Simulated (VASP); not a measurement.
Runs of VASP 6.6.1 on Be5Sn. The structure is that of space group P-6m2 (No. 187), or close to it. The cells are those of the table. 

```tsv
task	cell	k mesh	cutoff (eV)	gap on the mesh (eV)	pressure (GPa)	relaxed volume (Å³/atom)	largest force (eV/Å)
relaxation of cell and atoms	relaxed from a = 2.799, b = 2.799, c = 11.343 Å, angles 90.0, 90.0, 120.0°, 6 atoms	18 × 18 × 4	600	none	0.0	(a)	0.01
single point	a = 2.799, b = 2.799, c = 11.343 Å, angles 90.0, 90.0, 120.0°, 6 atoms	6 × 6 × 2	520	none	0.0	-	-
single point	a = 2.714, b = 2.714, c = 11.075 Å, angles 90.0, 90.0, 120.0°, 6 atoms	6 × 6 × 2	520	none	7.6	-	0.79
relaxation of cell and atoms	relaxed from a = 2.714, b = 2.714, c = 11.075 Å, angles 90.0, 90.0, 120.0°, 6 atoms	6 × 6 × 2	600	none	-0.4	12.89	0.04
single point	a = 2.804, b = 2.804, c = 11.227 Å, angles 90.0, 90.0, 120.0°, 6 atoms	18 × 18 × 4	520	none	0.0	-	-
```

Alike in all rows: level PBE; potentials or basis VASP PAW PBE potentials, release 64 (Be, Sn_d); no spin polarisation; smearing gaussian 0.1 eV.

Problem. Fill in the values left out.

Solution. (a) 12.75.

Caveats: some runs use coarse meshes; spin-orbit coupling is left out, which moves the levels of the heavy elements.

A k mesh can miss the band edges, and the runs leave out spin-orbit coupling on Sn.

A gap of «none» marks levels without a gap at the run's occupations.
